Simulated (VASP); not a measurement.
# TiSi (P6_3/mmc) in VASP: single point with r2SCAN

Aim: the single point of TiSi with r2SCAN.

Program: VASP 6.6.1. These are calculated values, not measurements. Logs are shortened: lines on timing, memory, paths and dates and some standing lists are left out, and cuts for length are marked.

## (1) The cell of the first run

The structure is hexagonal, space group P6_3/mmc (No. 194). The conventional cell has a = 3.298 Å, b = 3.298 Å, c = 5.497 Å, α = 90.00°, β = 90.00°, γ = 120.00°. Within 3.1 Å of Ti (site symmetry -3m) lie 6 Si at 2.35 Å and 2 Ti at 2.75 Å. Within 3.1 Å of Si (site symmetry -6m2) lie 6 Ti at 2.35 Å.

## (2) Single point, r2SCAN

POSCAR

```
TiSi
1.0
    1.6490940000      2.8563130000      0.0000000000
   -1.6490940000      2.8563130000      0.0000000000
    0.0000000000      0.0000000000      5.4969790000
Ti Si
2 2
Direct
    0.0000000000      0.0000000000      0.0000000000
    0.0000000000      0.0000000000      0.5000000000
    0.3333300000      0.3333400000      0.2500000000
    0.6666600000      0.6666700000      0.7500000000
```

INCAR.step1

```
SYSTEM = TiSi
ALGO = Normal ; EDIFF = 1E-5
ENCUT = 550 ; GGA = PE
GGA_COMPAT = .FALSE. ; ISMEAR = 0
LASPH = .TRUE. ; LCHARG = .FALSE.
LREAL = .FALSE. ; LWAVE = .TRUE.
NBANDS = 24 ; NELM = 120
PREC = Accurate ; SIGMA = 0.1633
```

INCAR.step2

```
SYSTEM = TiSi
ALGO = Normal ; EDIFF = 1E-6
ENCUT = 550 ; GGA_COMPAT = .FALSE.
ISIF = 2 ; ISMEAR = 0
ISTART = 1 ; LASPH = .TRUE.
LCHARG = .FALSE. ; LMIXTAU = .TRUE.
LREAL = .FALSE. ; LWAVE = .FALSE.
METAGGA = R2SCAN ; NBANDS = 24
NELM = 120 ; PREC = Accurate
SIGMA = 0.1633
```

KPOINTS

```
k-points
0
G
  12 12 6
  0 0 0
```

Potentials or basis: VASP PAW PBE potentials, release 64 (Ti_sv, Si).

On the command line:

```
> cat potpaw_PBE.64/Ti_sv/POTCAR potpaw_PBE.64/Si/POTCAR > POTCAR
> cp INCAR.step1 INCAR
> mpirun -np 1 vasp_std > vasp.out
> cp INCAR.step2 INCAR
> mpirun -np 1 vasp_std > vasp.out
```

OUTCAR:

```text
SYSTEM = TiSi
   EDIFF = 1E-6
   ENCUT = 550
   ISIF = 2
   ISMEAR = 0
   ISTART = 1
   LASPH = .TRUE.
   LREAL = .FALSE.
   METAGGA = R2SCAN
   NELM = 120
   PREC = Accurate

 ion  position               nearest neighbor table
   1  0.000  0.000  0.000-   4 2.35   3 2.35   4 2.35   3 2.35   4 2.35   3 2.35   2 2.75   2 2.75

   2  0.000  0.000  0.500-   4 2.35   3 2.35   4 2.35   3 2.35   4 2.35   3 2.35   1 2.75   1 2.75

   3  0.333  0.333  0.250-   1 2.35   2 2.35   1 2.35   2 2.35   1 2.35   2 2.35
   4  0.667  0.667  0.750-   1 2.35   2 2.35   1 2.35   2 2.35   1 2.35   2 2.35

  LATTYP: Found a hexagonal cell.
 ALAT       =     3.2981866192
 C/A-ratio  =     1.6666670612

  Lattice vectors:

 A1 = (   1.6490940000,  -2.8563130000,   0.0000000000)
 A2 = (   1.6490940000,   2.8563130000,   0.0000000000)
 A3 = (   0.0000000000,   0.0000000000,   5.4969790000)

Analysis of symmetry for initial positions (statically):
=====================================================================
 Subroutine PRICEL returns:
 Original cell was already a primitive cell.

 Routine SETGRP: Setting up the symmetry group for a
 hexagonal supercell.

 Subroutine GETGRP returns: Found  4 space group operations
 (whereof  2 operations were pure point group operations)
 out of a pool of 24 trial point group operations.

The static configuration has the point symmetry C_2 .
 The point group associated with its full space group is C_2v.

Analysis of symmetry for dynamics (positions and initial velocities):
=====================================================================
 Subroutine PRICEL returns:
 Original cell was already a primitive cell.

 Routine SETGRP: Setting up the symmetry group for a
 hexagonal supercell.

 Subroutine GETGRP returns: Found  4 space group operations
 (whereof  2 operations were pure point group operations)
 out of a pool of 24 trial point group operations.

The dynamic configuration has the point symmetry C_2 .
 The point group associated with its full space group is C_2v.

 Subroutine INISYM returns: Found  4 space group operations
 (whereof  2 operations are pure point group operations),
 and found     1 'primitive' translations

----------------------------------------------------------------------------------------

                                     Primitive cell

  volume of cell :      51.7852

  direct lattice vectors                    reciprocal lattice vectors
     1.649094000  2.856313000  0.000000000     0.303196786  0.175050844  0.000000000
    -1.649094000  2.856313000  0.000000000    -0.303196786  0.175050844  0.000000000
     0.000000000  0.000000000  5.496979000     0.000000000  0.000000000  0.181918104

  length of vectors
     3.298186619  3.298186619  5.496979000     0.350101540  0.350101540  0.181918104

  position of ions in fractional coordinates (direct lattice)
     0.000000000  0.000000000  0.000000000
     0.000000000  0.000000000  0.500000000
     0.333330000  0.333340000  0.250000000
     0.666660000  0.666670000  0.750000000

  ion indices of the primitive-cell ions
   primitive index   ion index
                 1           1
                 2           2
                 3           3
                 4           4

----------------------------------------------------------------------------------------

 KPOINTS: k-points

Automatic generation of k-mesh.
 Grid dimensions read from file:
 generate k-points for:   12   12    6

 Generating k-lattice:

  Cartesian coordinates                     Fractional coordinates (reciprocal lattice)
     0.025266399  0.014587570  0.000000000     0.083333333  0.000000000  0.000000000
    -0.025266399  0.014587570  0.000000000     0.000000000  0.083333333  0.000000000
     0.000000000  0.000000000  0.030319684     0.000000000  0.000000000  0.166666667

  Length of vectors
     0.029175128  0.029175128  0.030319684

  Shift w.r.t. Gamma in fractional coordinates (k-lattice)
     0.000000000  0.000000000  0.000000000

 Subroutine IBZKPT returns following result:
 ===========================================

 Found    172 irreducible k-points:

 Following reciprocal coordinates:
            Coordinates               Weight
  0.000000  0.000000  0.000000      1.000000
  0.083333  0.000000  0.000000      4.000000
  0.083333  0.083333  0.000000      2.000000
  0.166667  0.000000  0.000000      4.000000
  0.166667  0.166667  0.000000      2.000000
  0.250000  0.000000  0.000000      4.000000
[... 16 lines left out ...]
  0.333333  0.416667  0.000000      4.000000
 -0.083333  0.333333  0.000000      4.000000
 [... further k-points ...]
   k-points           NKPTS =    172   k-points in BZ     NKDIM =    172   number of bands    NBANDS=     24
   number of dos      NEDOS =    301   number of ions     NIONS =      4
   total plane-waves  NPLWV =  32928
   dimension x,y,z NGX =    28 NGY =   28 NGZ =   42
   dimension x,y,z NGXF=    56 NGYF=   56 NGZF=   84
   ions per type =               2   2
   NGX,Y,Z   is equivalent  to a cutoff of  14.11, 14.11, 12.70 a.u.
   NGXF,Y,Z  is equivalent  to a cutoff of  28.23, 28.23, 25.40 a.u.
 SYSTEM =  TiSi
   PREC   = accura    normal or accurate (medium, high low for compatibility)
   ISTART =      1    job   : 0-new  1-cont  2-samecut
   ICHARG =      0    charge: 1-file 2-atom 10-const
   ISPIN  =      1    spin polarized calculation?
   LNONCOLLINEAR =      F non collinear calculations
   LSORBIT =      F    spin-orbit coupling
   LASPH  =      T    aspherical Exc in radial PAW
   ENCUT  =  550.0 eV  40.42 Ry    6.36 a.u.   6.31  6.31 10.51*2*pi/ulx,y,z
   NELM   =    120;   NELMIN=  2; NELMDL=  0     # of ELM steps
   EDIFF  = 0.1E-05   stopping-criterion for ELM
   LREAL  =      F    real-space projection
   EDIFFG = 0.1E-04   stopping-criterion for IOM
   NSW    =      0    number of steps for IOM
   IBRION =     -1    ionic relax: 0-MD 1-quasi-New 2-CG
   NFREE  =      0    steps in history (QN), initial steepest desc. (CG)
   ISIF   =      2    stress and relaxation
   ISYM   =      2    0-nonsym 1-usesym 2-fastsym
   POTIM  = 0.5000    time-step for ionic-motion
   TEBEG  =    0.0;   TEEND  =   0.0 temperature during run
   PSTRESS=    0.0 pullay stress
   NELECT =      32.0000    total number of electrons
   NUPDOWN=      -1.0000    fix difference up-down
   EMIN   =  10.00;   EMAX   =-10.00  energy-range for DOS
   EFERMI =   0.00;   METHOD = LEGACY
   ISMEAR =     0;   SIGMA  =   0.16  broadening in eV -4-tet -1-fermi 0-gaus
   EFERMI_NEDOS =   21; number of points for ismear=-14 and -15
   IALGO  =     38    algorithm
   IMIX   =      4    mixing-type and parameters
     AMIX     =   0.40;   BMIX     =  1.00
     AMIX_MAG =   1.60;   BMIX_MAG =  1.00
  volume/ion in A,a.u.               =      12.95        87.37
  Fermi-wavevector in a.u.,A,eV,Ry     =   1.394408  2.635048 26.454793  1.944372
  Thomas-Fermi vector in A             =   2.517960
   LORBIT       =      0    0 simple, 1 ext, 2 COOP (PROOUT), +10 PAW based schemes
   METAGGA = R2SCAN    functional components
   LHFCALC =     F    Hartree Fock is set to
   AEXX    =    0.0000 exact exchange contribution
   IVDW    =     0    specifies the selected vdW correction
   LEPSILON=     F    determine dielectric tensor
   LRPA    =     F    only Hartree local field effects (RPA)
 non-spin polarized calculation
 Gauss-broadening in eV      SIGMA  =   0.16
  energy-cutoff  :      550.00
  volume of cell :       51.79
 maximum number of plane-waves:      1539
 NGX is ok and might be reduce to    28
   NGX = 13   NGY = 13   NGZ = 21

 number of electron      31.9999995 magnetization

 Free energy of the ion-electron system (eV)
  ---------------------------------------------------
  ext. energy  EPLUGINS =         0.00000000
  ---------------------------------------------------
  free energy    TOTEN  =       -42.22061053 eV

  energy without entropy =      -42.20914965  energy(sigma->0) =      -42.21488009

 E-fermi :  10.7562     XC(G=0): -13.0169

 val. band max:       10.6375148639   @ k =   0.5000   0.0000   0.3333
 cond. band min:      10.7596462997   @ k =   0.2500   0.0000   0.3333
 fundamental gap:      0.1221314357
 Fermi energy:        10.7562122701

 k-point     1 :       0.0000    0.0000    0.0000
  band No.  band energies     occupation
      1     -47.4330      2.00000
      2     -47.3384      2.00000
      3     -23.0439      2.00000
      4     -22.7395      2.00000
      5     -22.7395      2.00000
      6     -22.6536      2.00000
[... 16 lines left out ...]
     23      15.8760      0.00000
     24      16.6850      0.00000

 k-point     2 :       0.0833    0.0000    0.0000
  band No.  band energies     occupation
      1     -47.4314      2.00000
      2     -47.3369      2.00000
      3     -23.0400      2.00000
      4     -22.7562      2.00000
      5     -22.7432      2.00000
      6     -22.6675      2.00000
[... 16 lines left out ...]
     23      16.0342      0.00000
     24      16.6598      0.00000

 k-point     3 :       0.0833    0.0833    0.0000
  band No.  band energies     occupation
      1     -47.4314      2.00000
      2     -47.3369      2.00000
      3     -23.0400      2.00000
      4     -22.7562      2.00000
      5     -22.7432      2.00000
      6     -22.6675      2.00000
[... 16 lines left out ...]
     23      16.0342      0.00000
     24      16.6598      0.00000

 k-point     4 :       0.1667    0.0000    0.0000
  band No.  band energies     occupation
      1     -47.4268      2.00000
      2     -47.3330      2.00000
      3     -23.0292      2.00000
      4     -22.8015      2.00000
      5     -22.7532      2.00000
      6     -22.7055      2.00000
[... 16 lines left out ...]
     23      16.5588      0.00000
     24      17.0973      0.00000

 k-point     5 :       0.1667    0.1667    0.0000
  band No.  band energies     occupation
      1     -47.4268      2.00000
      2     -47.3330      2.00000
      3     -23.0292      2.00000
      4     -22.8015      2.00000
      5     -22.7532      2.00000
      6     -22.7055      2.00000
[... 16 lines left out ...]
     23      16.5588      0.00000
     24      17.0973      0.00000

 k-point     6 :       0.2500    0.0000    0.0000
  band No.  band energies     occupation
      1     -47.4206      2.00000
      2     -47.3275      2.00000
      3     -23.0146      2.00000
      4     -22.8627      2.00000
      5     -22.7669      2.00000
      6     -22.7570      2.00000
[... 16 lines left out ...]
     23      16.3348      0.00000
     24      17.1978      0.00000
[... 379 lines left out ...]
 k-point    21 :      -0.0833    0.2500    0.0000
  band No.  band energies     occupation
      1     -47.4166      2.00000
      2     -47.3241      2.00000
      3     -23.0054      2.00000
      4     -22.8955      2.00000
      5     -22.7848      2.00000
      6     -22.7813      2.00000
[... 16 lines left out ...]
     23      16.1153      0.00000
     24      17.0488      0.00000

 k-point    22 :       0.4167    0.0833    0.0000
  band No.  band energies     occupation
      1     -47.4112      2.00000
      2     -47.3194      2.00000
      3     -22.9930      2.00000
      4     -22.9450      2.00000
      5     -22.8270      2.00000
      6     -22.7954      2.00000
[... 16 lines left out ...]
     23      15.5401      0.00000
     24      17.3053      0.00000

 k-point    23 :       0.3333    0.4167    0.0000
  band No.  band energies     occupation
      1     -47.4112      2.00000
      2     -47.3194      2.00000
      3     -22.9930      2.00000
      4     -22.9450      2.00000
      5     -22.8270      2.00000
      6     -22.7954      2.00000
[... 16 lines left out ...]
     23      15.5401      0.00000
     24      17.3053      0.00000

 k-point    24 :      -0.0833    0.3333    0.0000
  band No.  band energies     occupation
      1     -47.4112      2.00000
      2     -47.3194      2.00000
      3     -22.9930      2.00000
      4     -22.9450      2.00000
      5     -22.8270      2.00000
      6     -22.7954      2.00000
[... 16 lines left out ...]
     23      15.5401      0.00000
     24      17.3053      0.00000

 [... further k-points ...]

------------------------ aborting loop because EDIFF is reached ----------------------------------------

  FORCE on cell =-STRESS in cart. coord.  units (eV):
  Direction    XX          YY          ZZ          XY          YZ          ZX
  --------------------------------------------------------------------------------------
  -------------------------------------------------------------------------------------
  Total       16.7282789     16.7274909     27.3119131      0.0000000      0.0000000      0.0000000
  in kB      517.5550623    517.5306827    845.0013884      0.0000000      0.0000000      0.0000000
  external PRESSURE =     626.6957111 kB  Pullay stress =       0.0000000 kB

 VOLUME and BASIS-vectors are now :
 -----------------------------------------------------------------------------
  energy-cutoff  :      550.00
  volume of cell :       51.79
      direct lattice vectors                 reciprocal lattice vectors
     1.649094000  2.856313000  0.000000000     0.303196786  0.175050844  0.000000000
    -1.649094000  2.856313000  0.000000000    -0.303196786  0.175050844  0.000000000
     0.000000000  0.000000000  5.496979000     0.000000000  0.000000000  0.181918104

 POSITION                                       TOTAL-FORCE (eV/Angst)
 -----------------------------------------------------------------------------------
      0.00000      0.00000      0.00000        -0.000279      0.000000      0.000000
      0.00000      0.00000      2.74849        -0.000279      0.000000      0.000000
     -0.00002      1.90422      1.37424         0.000279     -0.000136     -0.000000
     -0.00002      3.80841      4.12273         0.000279      0.000136      0.000000
 -----------------------------------------------------------------------------------
    total drift:                                0.000004      0.000000      0.000000

  FREE ENERGIE OF THE ION-ELECTRON SYSTEM (eV)
  ---------------------------------------------------
  free  energy   TOTEN  =       -42.2206105318 eV

  energy  without entropy=      -42.2091496540  energy(sigma->0) =      -42.21488009
```

Wall time 27 min (1 thread of Oxide Virtual Turin-like, shared host); peak memory 0.29 GiB.

Results:

```
Free energy            : -42.2206 eV
Pressure               : 62.7 GPa
Band gap on the k mesh : zero (bands 16 and 17 overlap by 0.59 eV)
```

Caveat: the stress differs along the axes, from 52 to 85 GPa; the PAW data sets were made with another functional, which shifts forces and pressure a little.

The gap in the log of VASP goes by the Fermi energy; the results here count the filled bands.